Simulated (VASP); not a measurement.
# Si3N4: single point with PBE

Si3N4:

```
Si N
1.0
     4.13078    0.00000    0.00000
     0.00000    4.13078    0.00000
     0.00000    0.00000    4.13078
Si N
3 4
Cartesian
  0.0000 0.0000 2.0654
  2.0654 0.0000 0.0000
  0.0000 2.0654 0.0000
  0.9894 0.9894 3.1414
  3.1414 3.1414 3.1414
  0.9894 3.1414 0.9894
  3.1414 0.9894 0.9894
```

* Program: VASP 6.6.1
* Task: single point
* Functional: PBE
* Potentials or basis: VASP PAW PBE potentials, release 64 (Si, N)
* Cutoff: 520 eV
* k mesh: 4 × 4 × 4
* Occupations: fermi-dirac, width 0.03 eV
* Spin: no spin polarisation
* Dipole correction: no
* Further INCAR settings: ALGO = Normal; EDIFF = 1e-06; NBANDS = 25

The pressure is -0.2 GPa, the largest force is 0.017 eV/Å and the band gap on the k mesh is 2.72 eV, indirect (least direct gap 2.92 eV).

Forces in eV/Å, atoms in the order of the input:
```
Si   0.000  0.000  0.000
Si   0.000  0.000  0.000
Si   0.000  0.000  0.000
N   -0.010 -0.010  0.010
N    0.010  0.010  0.010
N   -0.010  0.010 -0.010
N    0.010 -0.010 -0.010
```

Levels at points of the mesh, in eV from the valence-band top:
```csv
k point,band 14,band 15,band 16,band 17,band 18,band 19
"(0.00, 0.00, 0.00)",-0.20,-0.20,-0.20,2.72,2.72,2.72
"(0.50, 0.00, 0.00)",-2.27,-0.54,-0.54,4.86,5.74,5.74
"(0.50, 0.50, 0.00)",-1.78,-0.25,-0.25,6.27,6.27,7.90
"(0.50, 0.50, 0.50)",0.00,0.00,0.00,5.71,5.71,5.71
```

Run time: 34 s on 1 thread of AMD EPYC 7R43 64-Core Processor (Zen 3) (shared host), peak memory 0.13 GiB.

A k mesh can miss the band edges. PBE gaps usually lie below the measured ones, often by a third to a half.
